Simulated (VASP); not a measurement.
# TiSi2 (Fdd2) in VASP: further runs, part 2 of 2

VASP 6.6.1.

## (4) Single point, PBE (mode 4 (183.3 1/cm) frozen in, largest displacement +0.113 Å)

The input, INCAR:

```
  PREC = Accurate
  ENCUT = 520
  EDIFF = 1E-6
  ISMEAR = 0
  SIGMA = 0.15
  LREAL = False
  LASPH = True
  NELM = 100
  ALGO = Normal
  ISIF = 2
  LWAVE = False
  LCHARG = True
  GGA = PE
  LELF = True
  LVHAR = True
  NBANDS = 29
```

The input, KPOINTS:

```
regular mesh
0
Gamma
  14 14 14
```

The input, POSCAR:

```
TiSi2
1.0
    0.0000000000      4.1351811263      4.2795976070
    2.4038689094      0.0000000000      4.2795976070
    2.4038689094      4.1351811263      0.0000000000
Ti Si
2 4
Direct
    0.7379949338      0.7620050662      0.7620050662
    0.4879949338      0.5120050662      0.5120050662
    0.0852339477      0.3911240538      0.0884149705
    0.4352270280      0.0884149705      0.3911240538
    0.1615850295      0.8147729720      0.1647660523
    0.8588759462      0.1647660523      0.8147729720
```

Potentials or basis: VASP PAW PBE potentials, release 64 (Ti_sv, Si).

Run with:

```bash
$ cat potpaw_PBE.64/Ti_sv/POTCAR potpaw_PBE.64/Si/POTCAR > POTCAR
$ mpirun -np 1 vasp_std > vasp.out
```

OUTCAR:

```text
PREC = Accurate
   ENCUT = 520
   EDIFF = 1E-6
   ISMEAR = 0
   LREAL = False
   LASPH = True
   NELM = 100
   ISIF = 2
   GGA = PE

 ion  position               nearest neighbor table
   1  0.738  0.762  0.762-   6 2.53   5 2.53   5 2.60   6 2.60   4 2.67   3 2.67   3 2.79   4 2.79
                             4 2.85   3 2.85
   2  0.488  0.512  0.512-   3 2.53   4 2.53   4 2.60   3 2.60   6 2.67   5 2.67   5 2.79   6 2.79
                             6 2.85   5 2.85
   3  0.085  0.391  0.088-   2 2.53   5 2.53   5 2.53   2 2.60   1 2.67   4 2.71   1 2.79   4 2.81
                             4 2.81   1 2.85   6 3.08   6 3.08
   4  0.435  0.088  0.391-   2 2.53   6 2.53   6 2.53   2 2.60   1 2.67   3 2.71   1 2.79   3 2.81
[... 985 lines left out ...]
  Total        0.5512659     -0.0931337      0.2626709      0.0000000      0.0000000      0.0000000
  in kB       10.3808623     -1.7537961      4.9463434      0.0000000      0.0000000      0.0000000
  external PRESSURE =       4.5244699 kB  Pullay stress =       0.0000000 kB

 VOLUME and BASIS-vectors are now :
 -----------------------------------------------------------------------------
  energy-cutoff  :      520.00
  volume of cell :       85.08
      direct lattice vectors                 reciprocal lattice vectors
     0.000000000  4.135181126  4.279597607    -0.207998031  0.120913688  0.116833414
     2.403868909  0.000000000  4.279597607     0.207998031 -0.120913688  0.116833414
     2.403868909  4.135181126  0.000000000     0.207998031  0.120913688 -0.116833414

 POSITION                                       TOTAL-FORCE (eV/Angst)
 -----------------------------------------------------------------------------------
      3.66352      6.20277      6.41940        -0.349574      0.000000     -0.000000
      2.46159      4.13518      4.27960        -0.349574      0.000000      0.000000
      1.15275      0.71807      2.03862         0.174787     -0.054768      0.350881
      1.15275      3.41711      2.24098         0.174787      0.054768     -0.350881
      2.35468      1.34952      4.17842         0.174787      0.054768      0.350881
      2.35468      6.92084      4.38078         0.174787     -0.054768     -0.350881
 -----------------------------------------------------------------------------------
    total drift:                               -0.000044     -0.000014      0.000017

  FREE ENERGIE OF THE ION-ELECTRON SYSTEM (eV)
  ---------------------------------------------------
  free  energy   TOTEN  =       -40.6074874705 eV

  energy  without entropy=      -40.5815657131  energy(sigma->0) =      -40.59452659
```

It took 30 min on 1 thread of Intel Xeon Platinum 8375C at 2.90GHz (Ice Lake), shared host; peak memory 0.89 GiB.

What came out:

- Free energy: -40.6075 eV
- Pressure: 0.5 GPa
- Largest force: 0.396 eV/Å
- Band gap on the k mesh: zero (band 20 reaches 10.69 eV, above the bottom of band 21 at 8.92 eV)

Forces in eV/Å, atoms in the order of the input:
```
Ti  -0.350  0.000  0.000
Ti  -0.350  0.000  0.000
Si   0.175 -0.055  0.351
Si   0.175  0.055 -0.351
Si   0.175  0.055  0.351
Si   0.175 -0.055 -0.351
```

Stress tensor (GPa, compression positive):
```
 1.04  0.00  0.00
 0.00 -0.18  0.00
 0.00  0.00  0.49
```

Caveat: the cell differs from its parent crystal (mode 4 (183.3 1/cm) frozen in, largest displacement +0.113 Å).

## (5) Single point, PBE (mode 4 (183.3 1/cm) frozen in, largest displacement -0.300 Å)

The input, INCAR:

```
PREC = Accurate
ENCUT = 520
EDIFF = 1E-6
ISMEAR = 0
SIGMA = 0.15
LREAL = False
LASPH = True
NELM = 80
ALGO = Normal
ISIF = 2
LWAVE = False
LCHARG = False
GGA = PE
NBANDS = 29
```

The input, KPOINTS:

```
Automatic mesh
0
Gamma
  14 14 14
```

The input, POSCAR:

```
TiSi2
1.0
    0.0000000000      4.1351811263      4.2795976070
    2.4038689094      0.0000000000      4.2795976070
    2.4038689094      4.1351811263      0.0000000000
Ti Si
2 4
Direct
    0.7820135097      0.7179864903      0.7179864903
    0.5320135097      0.4679864903      0.4679864903
    0.0910658228      0.4719795064      0.0825830954
    0.3543715754      0.0825830954      0.4719795064
    0.1674169046      0.8956284246      0.1589341772
    0.7780204936      0.1589341772      0.8956284246
```

Run with:

```bash
$ cat potpaw_PBE.64/Ti_sv/POTCAR potpaw_PBE.64/Si/POTCAR > POTCAR
$ mpirun -np 1 vasp_std > vasp.out
```

It took 17 min on 1 thread of Intel Xeon Platinum 8488C (Sapphire Rapids), shared host; peak memory 0.89 GiB.

It converged, with:

| Quantity | Value |
| --- | --- |
| Free energy | -39.9399 eV |
| Pressure | 3.2 GPa |
| Largest force | 1.117 eV/Å |
| Band gap on the k mesh | zero (band 20 reaches 10.65 eV, above the bottom of band 21 at 9.12 eV) |

Forces on the atoms (eV/Å):
```
Ti   1.045  0.000  0.000
Ti   1.045  0.000  0.000
Si  -0.523 -0.430 -0.889
Si  -0.523  0.430  0.889
Si  -0.523  0.430 -0.889
Si  -0.523 -0.430  0.889
```

Stress tensor (GPa, compression positive):
```
7.59 0.00 0.00
0.00 0.60 0.00
0.00 0.00 1.52
```

Levels at points of the mesh, in eV from the Fermi level:
| k point | band 16 | band 17 | band 18 | band 19 | band 20 | band 21 | band 22 | band 23 | band 24 | band 25 |
| --- | --- | --- | --- | --- | --- | --- | --- | --- | --- | --- |
| (0.00, 0.00, 0.00) | -2.24 | -2.22 | -1.90 | -1.67 | -1.31 | -0.80 | 2.11 | 2.57 | 2.97 | 3.33 |
| (0.50, 0.00, 0.00) | -2.31 | -1.76 | -1.06 | -0.01 | 0.17 | 0.89 | 1.17 | 1.76 | 2.17 | 2.57 |
| (0.50, 0.50, 0.00) | -2.82 | -1.64 | -1.64 | -0.78 | -0.78 | 0.70 | 0.70 | 3.01 | 3.01 | 3.11 |
| (0.50, 0.00, 0.50) | -2.81 | -1.75 | -1.75 | -0.82 | -0.82 | 1.24 | 1.24 | 3.07 | 3.07 | 3.35 |
| (0.00, 0.50, 0.50) | -1.30 | -0.98 | -0.98 | -0.70 | -0.70 | 0.82 | 0.82 | 2.27 | 2.27 | 2.98 |

Caveat: the cell differs from its parent crystal (mode 4 (183.3 1/cm) frozen in, largest displacement -0.300 Å); forces of over 1 eV/Å act on the atoms, so gaps and moduli don't describe the material at rest.
